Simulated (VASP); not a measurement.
# Pd (Fm-3m) in VASP: a series of runs

Pd is run at these levels: PBE, RPBE; tasks: single point.

All numbers are computed with VASP 6.6.1; they aren't measurements. Logs are shortened: lines on timing, memory, paths and dates and some standing lists are left out, and cuts for length are marked.

## (1) The cell of the first run

The structure is cubic, space group Fm-3m (No. 225). The conventional cell has a = 3.938 Å, b = 3.938 Å, c = 3.938 Å, α = 90.00°, β = 90.00°, γ = 90.00°. Within 3.7 Å of Pd (site symmetry m-3m) lie 12 Pd at 2.78 Å.

## (2) Single point, PBE

INCAR

```
SYSTEM = Pd
PREC     = Accurate       ! precision mode
ENCUT    = 500            ! plane-wave cutoff, eV
EDIFF    = 1E-6           ! SCF threshold, eV
ISMEAR   = 1              ! smearing method
SIGMA    = 0.1            ! smearing width, eV
LREAL    = .False.        ! projectors in reciprocal space
LASPH    = .True.         ! aspherical terms in the spheres
NELM     = 120            ! most SCF steps
ALGO     = Normal         ! electronic algorithm
ISIF     = 2              ! what is computed and relaxed
LWAVE    = .False.        ! write WAVECAR
LCHARG   = .False.        ! write CHGCAR
GGA      = PE             ! functional
NBANDS   = 11             ! bands
GGA_COMPAT= .False.
```

KPOINTS

```
regular mesh
0
Gamma
  9 9 9
  0 0 0
```

POSCAR

```
Pd
1.0
    0.0000000000      1.9691170078      1.9691170078
    1.9691170078      0.0000000000      1.9691170078
    1.9691170078      1.9691170078      0.0000000000
Pd
1
Direct
    0.0000000000      0.0000000000      0.0000000000
```

Potentials or basis: VASP PAW PBE potentials, release 64 (Pd).

Run with:

```bash
cat potpaw_PBE.64/Pd/POTCAR > POTCAR
mpirun -np 1 vasp_std > vasp.out
```

OUTCAR:

```text
SYSTEM = Pd
   PREC = Accurate
   ENCUT = 500
   EDIFF = 1E-6
   ISMEAR = 1
   LREAL = .False.
   LASPH = .True.
   NELM = 120
   ISIF = 2
   GGA = PE

 ion  position               nearest neighbor table
   1  0.000  0.000  0.000-

  LATTYP: Found a face centered cubic cell.
 ALAT       =     3.9382340156

  Lattice vectors:

 A1 = (   0.0000000000,   1.9691170078,   1.9691170078)
 A2 = (   1.9691170078,   0.0000000000,   1.9691170078)
 A3 = (   1.9691170078,   1.9691170078,   0.0000000000)

Analysis of symmetry for initial positions (statically):
=====================================================================
 Subroutine PRICEL returns:
 Original cell was already a primitive cell.

 Routine SETGRP: Setting up the symmetry group for a
 face centered cubic supercell.

 Subroutine GETGRP returns: Found 48 space group operations
 (whereof 48 operations were pure point group operations)
 out of a pool of 48 trial point group operations.

The static configuration has the point symmetry O_h .

Analysis of symmetry for dynamics (positions and initial velocities):
=====================================================================
 Subroutine PRICEL returns:
 Original cell was already a primitive cell.

 Routine SETGRP: Setting up the symmetry group for a
 face centered cubic supercell.

 Subroutine GETGRP returns: Found 48 space group operations
 (whereof 48 operations were pure point group operations)
 out of a pool of 48 trial point group operations.

The dynamic configuration has the point symmetry O_h .

 Subroutine INISYM returns: Found 48 space group operations
 (whereof 48 operations are pure point group operations),
 and found     1 'primitive' translations

----------------------------------------------------------------------------------------

                                     Primitive cell

  volume of cell :      15.2702

  direct lattice vectors                    reciprocal lattice vectors
     0.000000000  1.969117008  1.969117008    -0.253920919  0.253920919  0.253920919
     1.969117008  0.000000000  1.969117008     0.253920919 -0.253920919  0.253920919
     1.969117008  1.969117008  0.000000000     0.253920919  0.253920919 -0.253920919

  length of vectors
     2.784751978  2.784751978  2.784751978     0.439803933  0.439803933  0.439803933

  position of ions in fractional coordinates (direct lattice)
     0.000000000  0.000000000  0.000000000

  ion indices of the primitive-cell ions
   primitive index   ion index
                 1           1

----------------------------------------------------------------------------------------

 KPOINTS: regular mesh

Automatic generation of k-mesh.
 Grid dimensions read from file:
 generate k-points for:    9    9    9

 Generating k-lattice:

  Cartesian coordinates                     Fractional coordinates (reciprocal lattice)
    -0.028213435  0.028213435  0.028213435     0.111111111  0.000000000  0.000000000
     0.028213435 -0.028213435  0.028213435     0.000000000  0.111111111  0.000000000
     0.028213435  0.028213435 -0.028213435     0.000000000  0.000000000  0.111111111

  Length of vectors
     0.048867104  0.048867104  0.048867104

  Shift w.r.t. Gamma in fractional coordinates (k-lattice)
     0.000000000  0.000000000  0.000000000

 Subroutine IBZKPT returns following result:
 ===========================================

 Found     35 irreducible k-points:

 Following reciprocal coordinates:
            Coordinates               Weight
  0.000000  0.000000  0.000000      1.000000
  0.111111  0.000000  0.000000      8.000000
  0.222222  0.000000  0.000000      8.000000
  0.333333  0.000000  0.000000      8.000000
  0.444444  0.000000  0.000000      8.000000
  0.111111  0.111111  0.000000      6.000000
[... 16 lines left out ...]
 -0.333333  0.333333  0.000000     12.000000
  0.444444  0.444444  0.000000      6.000000
 [... further k-points ...]
   k-points           NKPTS =     35   k-points in BZ     NKDIM =     35   number of bands    NBANDS=     11
   number of dos      NEDOS =    301   number of ions     NIONS =      1
   total plane-waves  NPLWV =   8000
   dimension x,y,z NGX =    20 NGY =   20 NGZ =   20
   dimension x,y,z NGXF=    40 NGYF=   40 NGZF=   40
   ions per type =               1
   NGX,Y,Z   is equivalent  to a cutoff of  11.94, 11.94, 11.94 a.u.
   NGXF,Y,Z  is equivalent  to a cutoff of  23.88, 23.88, 23.88 a.u.
 SYSTEM =  Pd
   PREC   = accura    normal or accurate (medium, high low for compatibility)
   ISTART =      0    job   : 0-new  1-cont  2-samecut
   ICHARG =      2    charge: 1-file 2-atom 10-const
   ISPIN  =      1    spin polarized calculation?
   LNONCOLLINEAR =      F non collinear calculations
   LSORBIT =      F    spin-orbit coupling
   LASPH  =      T    aspherical Exc in radial PAW
   ENCUT  =  500.0 eV  36.75 Ry    6.06 a.u.   5.08  5.08  5.08*2*pi/ulx,y,z
   NELM   =    120;   NELMIN=  2; NELMDL= -5     # of ELM steps
   EDIFF  = 0.1E-05   stopping-criterion for ELM
   LREAL  =      F    real-space projection
   EDIFFG = 0.1E-04   stopping-criterion for IOM
   NSW    =      0    number of steps for IOM
   IBRION =     -1    ionic relax: 0-MD 1-quasi-New 2-CG
   NFREE  =      0    steps in history (QN), initial steepest desc. (CG)
   ISIF   =      2    stress and relaxation
   ISYM   =      2    0-nonsym 1-usesym 2-fastsym
   POTIM  = 0.5000    time-step for ionic-motion
   TEBEG  =    0.0;   TEEND  =   0.0 temperature during run
   PSTRESS=    0.0 pullay stress
   NELECT =      10.0000    total number of electrons
   NUPDOWN=      -1.0000    fix difference up-down
   EMIN   =  10.00;   EMAX   =-10.00  energy-range for DOS
   EFERMI =   0.00;   METHOD = LEGACY
   ISMEAR =     1;   SIGMA  =   0.10  broadening in eV -4-tet -1-fermi 0-gaus
   EFERMI_NEDOS =   21; number of points for ismear=-14 and -15
   IALGO  =     38    algorithm
   IMIX   =      4    mixing-type and parameters
     AMIX     =   0.40;   BMIX     =  1.00
     AMIX_MAG =   1.60;   BMIX_MAG =  1.00
  volume/ion in A,a.u.               =      15.27       103.05
  Fermi-wavevector in a.u.,A,eV,Ry     =   1.421652  2.686533 27.498660  2.021094
  Thomas-Fermi vector in A             =   2.542439
   LORBIT       =      0    0 simple, 1 ext, 2 COOP (PROOUT), +10 PAW based schemes
   GGA     = PE    functional components
   LHFCALC =     F    Hartree Fock is set to
   AEXX    =    0.0000 exact exchange contribution
   IVDW    =     0    specifies the selected vdW correction
   LEPSILON=     F    determine dielectric tensor
   LRPA    =     F    only Hartree local field effects (RPA)
 non-spin polarized calculation
 Methfessel and Paxton  Order N= 1 SIGMA  =   0.10
  energy-cutoff  :      500.00
  volume of cell :       15.27
 maximum number of plane-waves:       397
   NGX = 11   NGY = 11   NGZ = 11

 number of electron      10.0000000 magnetization

 number of electron       9.9999994 magnetization

 Free energy of the ion-electron system (eV)
  ---------------------------------------------------
  ext. energy  EPLUGINS =         0.00000000
  ---------------------------------------------------
  free energy    TOTEN  =        -5.22062662 eV

  energy without entropy =       -5.22181697  energy(sigma->0) =       -5.22102341

 E-fermi :   9.1403     XC(G=0): -12.9747

 val. band max:        9.1354248601   @ k =   0.4444   0.1111   0.0000
 cond. band min:       9.1781967222   @ k =  -0.4444   0.3333   0.0000
 fundamental gap:      0.0427718620
 Fermi energy:         9.1403395070

 k-point     1 :       0.0000    0.0000    0.0000
  band No.  band energies     occupation
      1       2.3338      2.00000
      2       6.4956      2.00000
      3       6.4956      2.00000
      4       6.4956      2.00000
      5       8.0168      2.00000
      6       8.0168      2.00000
      7      26.3786      0.00000
      8      30.9613      0.00000
      9      30.9613      0.00000
     10      30.9613      0.00000
     11      35.4557      0.00000

 k-point     2 :       0.1111    0.0000    0.0000
  band No.  band energies     occupation
      1       2.7583      2.00000
      2       6.3646      2.00000
      3       6.6300      2.00000
      4       6.6300      2.00000
      5       7.9625      2.00000
      6       7.9625      2.00000
      7      26.7059      0.00000
      8      28.6772      0.00000
      9      31.4117      0.00000
     10      31.4117      0.00000
     11      36.1832      0.00000

 k-point     3 :       0.2222    0.0000    0.0000
  band No.  band energies     occupation
      1       3.7623      2.00000
      2       6.3320      2.00000
      3       6.7865      2.00000
      4       6.7865      2.00000
      5       8.0596      2.00000
      6       8.0596      2.00000
      7      24.4422      0.00000
      8      27.4857      0.00000
      9      32.3140      0.00000
     10      32.3140      0.00000
     11      34.5931      0.00000

 k-point     4 :       0.3333    0.0000    0.0000
  band No.  band energies     occupation
      1       4.2510      2.00000
      2       6.6466      2.00000
      3       6.6466      2.00000
      4       7.5926      2.00000
      5       8.5871      2.00000
      6       8.5871      2.00000
      7      20.3721      0.00000
      8      26.6281      0.00000
      9      31.5594      0.00000
     10      31.5594      0.00000
     11      35.1823      0.00000
[... 239 lines left out ...]
 k-point    22 :      -0.4444    0.3333    0.0000
  band No.  band energies     occupation
      1       4.6524      2.00000
      2       5.1453      2.00000
      3       7.4697      2.00000
      4       8.2479      2.00000
      5       9.1782      0.40732
      6      14.6139      0.00000
      7      18.0637      0.00000
      8      20.8166      0.00000
      9      24.5308      0.00000
     10      29.3192      0.00000
     11      35.3178      0.00000

 k-point    23 :      -0.3333    0.3333    0.0000
  band No.  band energies     occupation
      1       5.0575      2.00000
      2       5.7658      2.00000
      3       6.6647      2.00000
      4       7.8877      2.00000
      5       8.7139      2.00000
      6      15.0534      0.00000
      7      17.9374      0.00000
      8      19.9368      0.00000
      9      26.5498      0.00000
     10      28.7313      0.00000
     11      35.5875      0.00000

 k-point    24 :       0.4444    0.4444    0.0000
  band No.  band energies     occupation
      1       4.1562      2.00000
      2       4.4091      2.00000
      3       9.0861      1.78500
      4       9.3117     -0.03596
      5       9.3117     -0.03596
      6      11.8627      0.00000
      7      20.4891      0.00000
      8      22.5197      0.00000
      9      22.5197      0.00000
     10      30.2164      0.00000
     11      30.2634      0.00000

 [... further k-points ...]
[... 5 lines left out ...]
  --------------------------------------------------------------------------------------
  -------------------------------------------------------------------------------------
  Total       -0.0226875     -0.0226875     -0.0226875      0.0000000      0.0000000      0.0000000
  in kB       -2.3804157     -2.3804157     -2.3804157      0.0000000      0.0000000      0.0000000
  external PRESSURE =      -2.3804157 kB  Pullay stress =       0.0000000 kB

 VOLUME and BASIS-vectors are now :
 -----------------------------------------------------------------------------
  energy-cutoff  :      500.00
  volume of cell :       15.27
      direct lattice vectors                 reciprocal lattice vectors
     0.000000000  1.969117008  1.969117008    -0.253920919  0.253920919  0.253920919
     1.969117008  0.000000000  1.969117008     0.253920919 -0.253920919  0.253920919
     1.969117008  1.969117008  0.000000000     0.253920919  0.253920919 -0.253920919

 POSITION                                       TOTAL-FORCE (eV/Angst)
 -----------------------------------------------------------------------------------
      0.00000      0.00000      0.00000        -0.000000      0.000000     -0.000000
 -----------------------------------------------------------------------------------
    total drift:                               -0.000000     -0.000000     -0.000000

  FREE ENERGIE OF THE ION-ELECTRON SYSTEM (eV)
  ---------------------------------------------------
  free  energy   TOTEN  =        -5.2206266219 eV

  energy  without entropy=       -5.2218169736  energy(sigma->0) =       -5.22102341
```

Run time: 6.7 s. Hardware: 1 thread of AMD EPYC 7R43 (Zen 3), shared host; peak memory 0.09 GiB.

Results:

| Property | Result |
| --- | --- |
| Free energy | -5.2206 eV |
| Pressure | -0.2 GPa |
| Band gap on the k mesh | zero (band 5 reaches 9.36 eV, above the bottom of band 6 at 7.96 eV) |

Levels at points of the mesh, in eV from the Fermi level:
```csv
k point,band 1,band 2,band 3,band 4,band 5,band 6,band 7,band 8,band 9,band 10
"(0.00, 0.00, 0.00)",-6.81,-2.64,-2.64,-2.64,-1.12,-1.12,17.24,21.82,21.82,21.82
```

[end of part 1 of 2]
